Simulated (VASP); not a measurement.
Crystal: AlGeSbH2.

```
CELL_PARAMETERS angstrom
3.69566 0.00000 0.00000
0.00000 3.69566 0.00000
0.00000 0.00000 6.80562
ATOMIC_POSITIONS crystal
Al 0.00000 0.00000 0.50000
Ge 0.50000 0.50000 0.00000
Sb 0.00000 0.00000 0.00000
H 0.50000 0.00000 0.50000
H 0.00000 0.50000 0.50000
```

The cell was built from a structure type or drawn by symmetry, and may not be a known phase.

```yaml
Program: VASP 6.6.1
Task: relaxation of cell and atoms
Functional: PBE
Potentials_or_basis: VASP PAW PBE potentials, release 64 (Al, Ge_d, Sb, H)
Cutoff: 500 eV
k_mesh: 3 × 3 × 2
Occupations: gaussian, width 0.15 eV
Spin: no spin polarisation
```

At the start: pressure 5.0 GPa; volume 18.59 Å³/atom.

Task: How do energy, volume and symmetry change on relaxing?

Result: Over 6 steps the energy falls by 56.5 meV/atom and the volume is 18.20 Å³/atom (-2.1 %); space group P4/mmm (No. 123, to 0.1 Å) before and after.

The path:
| step | energy change (eV) | largest force (eV/Å) | pressure (GPa) | volume (Å³) |
| --- | --- | --- | --- | --- |
| 1 | 0.0000 | 0.0000 | 5.04 | 92.95 |
| 2 | -0.1942 | 0.0000 | -2.69 | 100.88 |
| 3 | -0.2110 | 0.0000 | -1.23 | 98.96 |
| 4 | -0.2371 | 0.0000 | -1.05 | 97.27 |
| 5 | -0.2790 | 0.0000 | -0.37 | 93.02 |
| 6 | -0.2826 | 0.0000 | 0.09 | 91.00 |

Final structure:
```
CELL_PARAMETERS angstrom
3.83424 0.00000 0.00000
0.00000 3.83424 0.00000
0.00000 0.00000 6.18993
ATOMIC_POSITIONS crystal
Al 0.00000 0.00000 0.50000
Ge 0.50000 0.50000 0.00000
Sb 0.00000 0.00000 0.00000
H 0.50000 0.00000 0.50000
H 0.00000 0.50000 0.50000
```

Caveat: the k points lie up to 0.55 Å⁻¹ apart in the final cell, too coarse for converged energies and pressures of a metal.
